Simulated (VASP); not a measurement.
A run of VASP 6.6.1 is set up as follows.

INCAR

```
ALGO = Normal
EDIFF = 1E-6
ENCUT = 520
ISIF = 2
ISMEAR = 0
LASPH = T
LCHARG = T
LELF = T
LREAL = Auto
LVHAR = T
LWAVE = F
NBANDS = 163
NELM = 60
PREC = Accurate
SIGMA = 0.05
```

KPOINTS

```
k-points
0
Gamma
  1 1 1
```

The input POSCAR:

```
Si
1.0
   10.8600000000      0.0000000000      0.0000000000
    0.0000000000     10.8600000000      0.0000000000
    0.0000000000      0.0000000000     10.8600000000
Si
63
Direct
    0.4983297514     -0.0011692443     -0.0017239028
    0.6245399769      0.1253050658      0.1242968931
    0.7499643829      0.2496312125     -0.0001879862
    0.8746097920      0.3754399624      0.1249263997
    0.7494762159     -0.0004235079      0.2501484588
    0.8754145128      0.1254251758      0.3750345426
    0.0009975312      0.0017584649     -0.0012274375
    0.1257270033      0.1246090046      0.1249826754
    0.2488710243      0.2484411612     -0.0017596373
    0.3752690533      0.3748782861      0.1242422750
    0.4996230001      0.5000235543     -0.0004670274
    0.6253830076      0.6245748780      0.1247756551
    0.7501948366      0.7500173407     -0.0002676214
    0.8751515271      0.8749285952      0.1242376080
    0.2499034468     -0.0000896804      0.2499577272
    0.3748819967      0.1247737777      0.3741766191
    0.4997539513      0.2499386206      0.2492192641
    0.6250570787      0.3749699739      0.3748053099
    0.7497813431      0.4998516979      0.2499528602
    0.8748313772      0.6249096843      0.3742094621
    0.4984294740      0.0013607769      0.5012829151
    0.6255865220      0.1243637465      0.6249370543
    0.7503889779      0.2496734042      0.5002147152
    0.8753793830      0.3748226522      0.6243939329
    0.7499221984     -0.0001339365      0.7499848859
    0.8748335849      0.1248533558      0.8741004448
   -0.0001050285      0.5002620228     -0.0003966219
    0.1245531521      0.6251802168      0.1243579063
    0.2514937857      0.7508159422     -0.0009328140
    0.3745161533      0.8756864116      0.1249963572
   -0.0000724188      0.2495498370      0.2494236945
    0.1239281646      0.3740112234      0.3754217353
    0.2495352378      0.4997134333      0.2502450956
    0.3753535057      0.6256826657      0.3751335701
    0.4995900751      0.7499290567      0.2493283854
    0.6240851424      0.8738018266      0.3754398043
    0.0012508779     -0.0013925997      0.5012472991
    0.1262121597      0.1239130469      0.6253755471
    0.2515196378      0.2485116743      0.5011121899
    0.3744036721      0.3756175438      0.6249081120
    0.4995970188      0.5003659322      0.5000297542
    0.6244254038      0.6254769693      0.6244640290
    0.7500057617      0.7498965710      0.5002432368
    0.8745378530      0.8755564324      0.6251201141
    0.3742238065      0.1241875633      0.8732253844
    0.4983854889      0.2484028616      0.7477018292
    0.6240017077      0.3739174488      0.8754332822
    0.7494372047      0.4996648757      0.7502782359
    0.8751897204      0.6253535086      0.8749913932
   -0.0000531481      0.7501451693      0.2490837962
    0.1251304687      0.8749336515      0.3745730336
   -0.0000640138      0.5000598895      0.5000078704
    0.1254607635      0.6246856639      0.6249472089
    0.2488597649      0.7517298167      0.5018047730
    0.3730002135      0.8776891717      0.6266030964
    0.0015577958      0.2483928050      0.7507221657
    0.1251947801      0.3751347497      0.8744425804
    0.2498383604      0.5000363565      0.7497769454
    0.3746141724      0.6248498244      0.8741175740
    0.4979119753      0.7518584536      0.7507699115
    0.6250129283      0.8750313934      0.8745328931
    0.0007777745      0.7508452408      0.7479460278
    0.1241726332      0.8739817276      0.8754619178
```

Potentials or basis: VASP PAW LDA potentials, release 64 (Si).

The run is started by

```console
$ cat potpaw_LDA.64/Si/POTCAR > POTCAR
$ mpirun -np 1 vasp_gam > vasp.out
```

Task: Predict the largest force.

Result: 0.024 eV/Å.

Task: Estimate the pressure.

Result: -1.3 GPa.

Stress tensor (GPa, compression positive):
```
-1.30  0.10 -0.04
 0.10 -1.30 -0.07
-0.04 -0.07 -1.29
```

Caveat: the k points lie up to 0.58 Å⁻¹ apart.
